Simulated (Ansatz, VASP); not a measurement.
# WSe2: VASP beside Ansatz

File INCAR:

```
SYSTEM = WSe2
PREC = Accurate ; ENCUT = 520
EDIFF = 1E-6 ; ISMEAR = 0
SIGMA = 0.05 ; LREAL = .False.
LASPH = .True. ; NELM = 80
ALGO = Normal ; ISIF = 2
LWAVE = .False. ; LCHARG = .True.
GGA = PE ; IVDW = 12
LELF = .True. ; LVHAR = .True.
NBANDS = 35
```

The input KPOINTS:

```
Automatic mesh
0
Gamma
  9 9 2
  0 0 0
```

Contents of POSCAR:

```
WSe2
1.0
   -3.2789854852      0.0000000000      0.0000000000
   -1.6394927426     -2.8396847288      0.0000000000
   -0.5464975809     -0.9465615763     14.0112373504
W Se
2 4
Direct
    0.0000000000     -0.2500000000      0.7500000000
    0.0000000000     -0.0833333333      0.2500000000
    0.3333333333      0.0432411913      0.8702764262
    0.3333333333      0.2099078579      0.3702764262
    0.3333333333      0.2900921421      0.1297235738
    0.3333333333      0.1234254754      0.6297235738
```

Input for Ansatz:

```yaml
crystal:
  lattice:
    - [-3.2789854852, 0.0, 0.0]
    - [-1.6394927426, -2.8396847288, 0.0]
    - [-0.5464975809, -0.9465615763, 14.0112373504]
  atoms:
    - { symbol: W, position: [0.0, -0.25, 0.75] }
    - { symbol: W, position: [0.0, -0.0833333333, 0.25] }
    - { symbol: Se, position: [0.3333333333, 0.0432411913, 0.8702764262] }
    - { symbol: Se, position: [0.3333333333, 0.2099078579, 0.3702764262] }
    - { symbol: Se, position: [0.3333333333, 0.2900921421, 0.1297235738] }
    - { symbol: Se, position: [0.3333333333, 0.1234254754, 0.6297235738] }
basis:
  ecutwfc: 420
kpoints:
  mp_grid: { grid: [9, 9, 2] }
hamiltonian:
  xc: pbe
  pseudopotentials: { kind: paw, azcp: { folder: soft_1 } }
  dispersion: d3bj
scf:
  occupations: { method: gaussian, width: 0.05 }
output:
  forces: true
  stress: true
  eigenvalues: true
  write_density: true
  write_potential: true
  elf: true
  volumetric_format: npy
```

Alike in both runs: task single point; functional PBE; dispersion D3(BJ); k mesh 9 × 9 × 2; occupations gaussian, width 0.05 eV; no spin polarisation.

```csv
,VASP,Ansatz
version,VASP 6.6.1,Ansatz 0.2.0
potentials or method,"VASP PAW PBE potentials, release 64 (W_sv, Se), cutoff 520 eV","scalar-relativistic, plane waves, PAW"
valence electrons in the cell,52,92
```

```csv
,VASP,Ansatz,Ansatz less VASP
gap on the k mesh at the Fermi level (eV),1.36,1.37,+0.004
least direct gap on the mesh (eV),1.65,1.65,+0.004
pressure (GPa),0.1,-0.2,-0.30
"traceless stress, the component that is largest in VASP (GPa)",-0.28,-0.37,-0.085
rms of the force components (eV/Å),0.047,0.029,-0.0179
```

Atom by atom the forces differ by 0.023 eV/Å (rms over components). VASP's potentials hold 52 valence electrons a cell and Ansatz's 92, so a difference there can come from the potentials and not from the codes.

Neither program's run includes spin-orbit coupling.
